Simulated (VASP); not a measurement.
# GaBAs2 (P-4m2) in VASP: single point with PBE

Aim: the single point of GaBAs2 with PBE.

Everything below comes from runs of VASP 6.6.1. Logs are shortened: lines on timing, memory, paths and dates and some standing lists are left out, and cuts for length are marked.

**1. The cell of the first run**

Symmetry: P-4m2, No. 115, tetragonal system. The conventional cell has a = 3.662 Å, b = 3.662 Å, c = 5.355 Å, α = 90.00°, β = 90.00°, γ = 90.00°. B (site symmetry -4m2) has 4 As at 2.16 Å within 2.9 Å. As (site symmetry 2mm) has 2 B at 2.16 Å and 2 Ga at 2.39 Å within 2.9 Å. Ga (site symmetry -4m2) has 4 As at 2.39 Å within 3.2 Å.

**2. Single point, PBE, non-collinear spin, zero start, spin-orbit coupling**

File INCAR:

```
SYSTEM = GaBAs2
PREC = Accurate
ENCUT = 600
EDIFF = 1E-6
ISMEAR = -1
SIGMA = 0.02
LREAL = .False.
LASPH = .True.
NELM = 200
ALGO = Normal
ISIF = 2
LWAVE = .False.
LCHARG = .True.
MAGMOM = 0 0 0 0 0 0 0 0 0 0 0 0
LORBIT = 11
LSORBIT = .True.
GGA_COMPAT = .False.
LORBMOM = .True.
GGA = PE
LVHAR = .True.
NBANDS = 60
```

File KPOINTS:

```
Automatic mesh
0
Gamma
  8 8 6
  0 0 0
```

File POSCAR:

```
GaBAs2
1.0
    3.6615741104      0.0000000000      0.0000000000
    0.0000000000      3.6615741104      0.0000000000
    0.0000000000      0.0000000000      5.3547502617
B As Ga
1 2 1
Direct
    0.0000000000      0.0000000000      0.0000000000
    0.0000000000      0.5000000000      0.2139711070
    0.5000000000      0.0000000000      0.7860288930
    0.5000000000      0.5000000000      0.5000000000
```

Potentials or basis: VASP PAW PBE potentials, release 64 (B, As_d, Ga_d).

The run is started by

```bash
cat potpaw_PBE.64/B/POTCAR potpaw_PBE.64/As_d/POTCAR potpaw_PBE.64/Ga_d/POTCAR > POTCAR
mpirun -np 1 vasp_ncl > vasp.out
```

OUTCAR:

```text
SYSTEM = GaBAs2
   PREC = Accurate
   ENCUT = 600
   EDIFF = 1E-6
   ISMEAR = -1
   LREAL = .False.
   LASPH = .True.
   NELM = 200
   ISIF = 2
   LORBIT = 11
   LSORBIT = .True.
   GGA = PE

 ion  position               nearest neighbor table
   1  0.000  0.000  0.000-   2 2.16   3 2.16   2 2.16   3 2.16
   2  0.000  0.500  0.214-   1 2.16   1 2.16   4 2.39   4 2.39
   3  0.500  0.000  0.786-   1 2.16   1 2.16   4 2.39   4 2.39
   4  0.500  0.500  0.500-   2 2.39   3 2.39   3 2.39   2 2.39

  LATTYP: Found a simple tetragonal cell.
 ALAT       =     3.6615741104
 C/A-ratio  =     1.4624175560

  Lattice vectors:

 A1 = (   3.6615741104,   0.0000000000,   0.0000000000)
 A2 = (   0.0000000000,   3.6615741104,   0.0000000000)
 A3 = (   0.0000000000,   0.0000000000,   5.3547502617)

Analysis of symmetry for initial positions (statically):
=====================================================================
 Subroutine PRICEL returns:
 Original cell was already a primitive cell.

 Routine SETGRP: Setting up the symmetry group for a
 simple tetragonal supercell.

 Subroutine GETGRP returns: Found  8 space group operations
 (whereof  8 operations were pure point group operations)
 out of a pool of 16 trial point group operations.

The static configuration has the point symmetry D_2d.

Analysis of symmetry for dynamics (positions and initial velocities):
=====================================================================
 Subroutine PRICEL returns:
 Original cell was already a primitive cell.

 Routine SETGRP: Setting up the symmetry group for a
 simple tetragonal supercell.

 Subroutine GETGRP returns: Found  8 space group operations
 (whereof  8 operations were pure point group operations)
 out of a pool of 16 trial point group operations.

The dynamic configuration has the point symmetry D_2d.

Analysis of structural, dynamic, and magnetic symmetry:
=====================================================================
 Subroutine PRICEL returns:
 Original cell was already a primitive cell.

 Routine SETGRP: Setting up the symmetry group for a
 simple tetragonal supercell.

 Subroutine GETGRP returns: Found  8 space group operations
 (whereof  8 operations were pure point group operations)
 out of a pool of 16 trial point group operations.

The overall configuration has the point symmetry D_2d.

 Subroutine INISYM returns: Found  8 space group operations
 (whereof  8 operations are pure point group operations),
 and found     1 'primitive' translations

----------------------------------------------------------------------------------------

                                     Primitive cell

  volume of cell :      71.7918

  direct lattice vectors                    reciprocal lattice vectors
     3.661574110  0.000000000  0.000000000     0.273106585  0.000000000  0.000000000
     0.000000000  3.661574110  0.000000000     0.000000000  0.273106585  0.000000000
     0.000000000  0.000000000  5.354750262     0.000000000  0.000000000  0.186750073

  length of vectors
     3.661574110  3.661574110  5.354750262     0.273106585  0.273106585  0.186750073

  position of ions in fractional coordinates (direct lattice)
     0.000000000  0.000000000  0.000000000
     0.000000000  0.500000000  0.213971107
     0.500000000  0.000000000  0.786028893
     0.500000000  0.500000000  0.500000000

  ion indices of the primitive-cell ions
   primitive index   ion index
                 1           1
                 2           2
                 3           3
                 4           4

----------------------------------------------------------------------------------------

 KPOINTS: Automatic mesh

Automatic generation of k-mesh.
 Grid dimensions read from file:
 generate k-points for:    8    8    6

 Generating k-lattice:

  Cartesian coordinates                     Fractional coordinates (reciprocal lattice)
     0.034138323  0.000000000  0.000000000     0.125000000  0.000000000  0.000000000
     0.000000000  0.034138323  0.000000000     0.000000000  0.125000000  0.000000000
[... 107 lines left out ...]
  free energy    TOTEN  =       -18.97195933 eV

  energy without entropy =      -18.97195924  energy(sigma->0) =      -18.97195929

 E-fermi :   4.5950     XC(G=0): -10.4797

 val. band max:        4.3923667997   @ k =   0.0000   0.0000   0.0000
 cond. band min:       4.7975578306   @ k =   0.5000   0.5000   0.0000
 fundamental gap:      0.4051910309
 Fermi energy:         4.5949657220

 k-point     1 :       0.0000    0.0000    0.0000
  band No.  band energies     occupation
      1     -31.9973      1.00000
      2     -31.9973      1.00000
      3     -31.9952      1.00000
      4     -31.9952      1.00000
      5     -31.9818      1.00000
      6     -31.9818      1.00000
[... 1453 lines left out ...]
     57       9.8975      0.00000
     58       9.8975      0.00000

 [... further k-points ...]

 [bands above 58 left out]

------------------------ aborting loop because EDIFF is reached ----------------------------------------

  FORCE on cell =-STRESS in cart. coord.  units (eV):
  Direction    XX          YY          ZZ          XY          YZ          ZX
  --------------------------------------------------------------------------------------
  -------------------------------------------------------------------------------------
  Total        1.0341277      1.0341277      1.3069158      0.0000000      0.0000000      0.0000000
  in kB       23.0786225     23.0786225     29.1664317      0.0000000      0.0000000      0.0000000
  external PRESSURE =      25.1078922 kB  Pullay stress =       0.0000000 kB

 VOLUME and BASIS-vectors are now :
 -----------------------------------------------------------------------------
  energy-cutoff  :      600.00
  volume of cell :       71.79
      direct lattice vectors                 reciprocal lattice vectors
     3.661574110  0.000000000  0.000000000     0.273106585  0.000000000  0.000000000
     0.000000000  3.661574110  0.000000000     0.000000000  0.273106585  0.000000000
     0.000000000  0.000000000  5.354750262     0.000000000  0.000000000  0.186750073

 POSITION                                       TOTAL-FORCE (eV/Angst)
 -----------------------------------------------------------------------------------
      0.00000      0.00000      0.00000         0.000000      0.000000      0.000000
      0.00000      1.83079      1.14576        -0.000000     -0.000000     -0.227388
      1.83079      0.00000      4.20899         0.000000      0.000000      0.227388
      1.83079      1.83079      2.67738         0.000000     -0.000000      0.000000
 -----------------------------------------------------------------------------------
    total drift:                                0.000000      0.000000      0.000000

  FREE ENERGIE OF THE ION-ELECTRON SYSTEM (eV)
  ---------------------------------------------------
  free  energy   TOTEN  =       -18.9719593349 eV

  energy  without entropy=      -18.9719592423  energy(sigma->0) =      -18.97195929

 orbital moment (x)

 # of ion     p       d       tot
 ----------------------------------------
  1         0.000   0.000   0.000
  2         0.000   0.000   0.000
  3         0.000  -0.000  -0.000
  4         0.000   0.000   0.000
 ----------------------------------------
            0.000   0.000   0.000

 orbital moment (y)

 # of ion     p       d       tot
 ----------------------------------------
  1        -0.000   0.000  -0.000
  2        -0.000   0.000  -0.000
  3        -0.000   0.000  -0.000
  4         0.000   0.000   0.000
 ----------------------------------------
           -0.000   0.000  -0.000

 orbital moment (z)

 # of ion     p       d       tot
 ----------------------------------------
  1        -0.000   0.000  -0.000
  2         0.000   0.000   0.000
  3         0.000   0.000   0.000
  4         0.000  -0.000   0.000
 ----------------------------------------
           -0.000  -0.000  -0.000

 Spin-Orbit-Coupling matrix elements

 Ion:    1  E_soc:     -0.0000119
 l=   1
     0.0000000    -0.0000019    -0.0000021
    -0.0000019     0.0000000    -0.0000019
    -0.0000021    -0.0000019     0.0000000
 l=   2
     0.0000000     0.0000000     0.0000000     0.0000000     0.0000000
     0.0000000     0.0000000     0.0000000     0.0000000     0.0000000
     0.0000000     0.0000000     0.0000000     0.0000000     0.0000000
     0.0000000     0.0000000     0.0000000     0.0000000     0.0000000
     0.0000000     0.0000000     0.0000000     0.0000000     0.0000000
 l=   3
     0.0000000     0.0000000     0.0000000     0.0000000     0.0000000     0.0000000     0.0000000
     0.0000000     0.0000000     0.0000000     0.0000000     0.0000000     0.0000000     0.0000000
     0.0000000     0.0000000     0.0000000     0.0000000     0.0000000     0.0000000     0.0000000
     0.0000000     0.0000000     0.0000000     0.0000000     0.0000000     0.0000000     0.0000000
[... 49 lines left out ...]
 l=   2
     0.0000000    -0.0001698     0.0000000    -0.0001698    -0.0006798
    -0.0001698     0.0000000    -0.0005102    -0.0001737    -0.0001713
     0.0000000    -0.0005102     0.0000000    -0.0005102     0.0000000
    -0.0001698    -0.0001737    -0.0005102     0.0000000    -0.0001713
    -0.0006798    -0.0001713     0.0000000    -0.0001713     0.0000000
 l=   3
     0.0000000     0.0000000     0.0000000     0.0000000     0.0000000     0.0000000     0.0000000
     0.0000000     0.0000000     0.0000000     0.0000000     0.0000000     0.0000000     0.0000000
     0.0000000     0.0000000     0.0000000     0.0000000     0.0000000     0.0000000     0.0000000
     0.0000000     0.0000000     0.0000000     0.0000000     0.0000000     0.0000000     0.0000000
     0.0000000     0.0000000     0.0000000     0.0000000     0.0000000     0.0000000     0.0000000
     0.0000000     0.0000000     0.0000000     0.0000000     0.0000000     0.0000000     0.0000000
     0.0000000     0.0000000     0.0000000     0.0000000     0.0000000     0.0000000     0.0000000

 total charge

# of ion       s       p       d       tot
------------------------------------------
    1        0.646   1.012   0.000   1.658
    2        1.431   2.225  10.083  13.739
    3        1.431   2.225  10.083  13.739
    4        0.890   0.918  10.005  11.813
--------------------------------------------------
tot          4.399   6.380  30.172  40.951

 magnetization (x)

# of ion       s       p       d       tot
------------------------------------------
    1        0.000   0.000   0.000   0.000
    2        0.000   0.000   0.000   0.000
    3        0.000   0.000   0.000   0.000
    4        0.000   0.000   0.000   0.000
--------------------------------------------------
tot          0.000   0.000   0.000   0.000

 magnetization (y)

# of ion       s       p       d       tot
------------------------------------------
    1       -0.000   0.000   0.000  -0.000
    2        0.000   0.000   0.000   0.000
    3        0.000  -0.000  -0.000  -0.000
    4        0.000   0.000   0.000   0.000
--------------------------------------------------
tot         -0.000   0.000  -0.000   0.000

 magnetization (z)

# of ion       s       p       d       tot
------------------------------------------
    1        0.000   0.000   0.000   0.000
    2        0.000   0.000   0.000   0.000
    3        0.000   0.000   0.000   0.000
    4       -0.000  -0.000   0.000  -0.000
--------------------------------------------------
tot         -0.000   0.000   0.000  -0.000
```

Run time: 16 min. Hardware: 1 thread of Intel Xeon Platinum 8259CL at 2.50GHz (Skylake/Cascade Lake), shared host; peak memory 0.78 GiB.

What came out:

| Item | Value |
| --- | --- |
| Free energy | -18.9720 eV |
| Pressure | 2.5 GPa |
| Largest force | 0.227 eV/Å |
| Net moment | 0.00 μB per cell |
| Valence electrons inside the program's atomic spheres | B 1.66; As 13.74; Ga 11.81 |

Forces on the atoms (eV/Å):
```
B    0.000  0.000  0.000
As   0.000  0.000 -0.227
As   0.000  0.000  0.227
Ga   0.000  0.000  0.000
```

Moments on the atoms (μB; x, y, z):
```
B   0.00 0.00 0.00
As  0.00 0.00 0.00
As  0.00 0.00 0.00
Ga  0.00 0.00 0.00
```
